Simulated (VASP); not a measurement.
Runs of VASP 6.6.1 on Si3Br. The structure is that of space group Pm-3m (No. 221), or close to it. The cells are those of the table. 

| task | cell | k mesh | cutoff (eV) | gap on the mesh (eV) | pressure (GPa) | relaxed volume (Å³/atom) |
| --- | --- | --- | --- | --- | --- | --- |
| single point | a = 4.112 Å, 4 atoms | 4 × 4 × 4 | 520 | none | 6.2 | - |
| single point | a = 4.249 Å, 4 atoms | 4 × 4 × 4 | 520 | none | -0.2 | - |
| single point | a = 4.221 Å, 4 atoms | 12 × 12 × 12 | 520 | none | 0.0 | - |
| relaxation of cell and atoms | relaxed from a = 4.249 Å, 4 atoms | 12 × 12 × 12 | 600 | none | 0.0 | 18.82 |
| relaxation of cell and atoms | relaxed from a = 4.112 Å, 4 atoms | 4 × 4 × 4 | 600 | none | 0.0 | (a) |

Alike in all rows: level PBE; potentials or basis VASP PAW PBE potentials, release 64 (Si, Br); no spin polarisation; smearing gaussian 0.1 eV.

Question: Estimate the missing entries.

Answer: (a) 19.13.

Caveats: some runs use coarse meshes; an odd number of electrons without spin polarisation forces a metal; a magnetic or distorted state may lie lower.

A k mesh can miss the band edges, and the runs leave out spin-orbit coupling on Br.

A gap of «none» marks levels without a gap at the run's occupations.
